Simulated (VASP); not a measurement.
TaAs: single point with PBEsol+U

TaAs:

```
Ta As
1.0
    -1.72181    1.72181    5.86794
     1.72181   -1.72181    5.86794
     1.72181    1.72181   -5.86794
Ta As
2 2
Direct
  0.49997 0.49997 0.00000
  0.24997 0.74997 0.50000
  0.08263 0.08263 0.00000
  0.83263 0.33263 0.50000
```

```
Program                : VASP 6.6.1
Task                   : single point
Functional             : PBEsol
Potentials or basis    : VASP PAW PBE potentials, release 64 (Ta_sv_GW, As_d)
Cutoff                 : 510 eV
k mesh                 : 11 × 11 × 11
Occupations            : fermi-dirac, width 0.05 eV
Spin                   : no spin polarisation
Hubbard terms          : Ta d U = 3.0 eV
Dipole correction      : no
Further INCAR settings : ALGO = Normal; EDIFF = 1e-06; NBANDS = 36
```

* Pressure: 0.9 GPa
* Largest force: 0.022 eV/Å
* Band gap on the k mesh: zero (bands 28 and 29 overlap by 0.02 eV)

Forces on the atoms (eV/Å):
```
Ta   0.000  0.000  0.022
Ta   0.000  0.000  0.022
As   0.000  0.000 -0.022
As   0.000  0.000 -0.022
```

Stress tensor (GPa, compression positive):
```
1.22 0.00 0.00
0.00 1.22 0.00
0.00 0.00 0.20
```

Levels at points of the mesh, in eV from the Fermi level:
| k point | band 24 | band 25 | band 26 | band 27 | band 28 | band 29 | band 30 | band 31 | band 32 | band 33 |
| --- | --- | --- | --- | --- | --- | --- | --- | --- | --- | --- |
| (0.00, 0.00, 0.00) | -2.58 | -2.39 | -2.00 | -1.76 | -1.76 | 0.97 | 1.65 | 2.22 | 3.04 | 3.04 |

Eigenvalues of the final occupation matrices:
| site | spin | trace | eigenvalues |
| --- | --- | --- | --- |
| site 1 d | 1 | 1.13 | 0.21 0.23 0.23 0.23 0.23 |
| site 1 d | 2 | 1.13 | 0.21 0.23 0.23 0.23 0.23 |
| site 2 d | 1 | 1.13 | 0.21 0.23 0.23 0.23 0.23 |
| site 2 d | 2 | 1.13 | 0.21 0.23 0.23 0.23 0.23 |

Wall time 11 min on 1 thread of Intel(R) Xeon(R) Platinum 8488C (Sapphire Rapids) (shared host), peak memory 0.51 GiB.

Caveat: the PAW data sets were made with another functional, which shifts forces and pressure a little; spin-orbit coupling is left out, which moves the levels of the heavy elements; U without spin polarisation on a metal has little footing; the U is typed as a test and isn't derived for this compound.
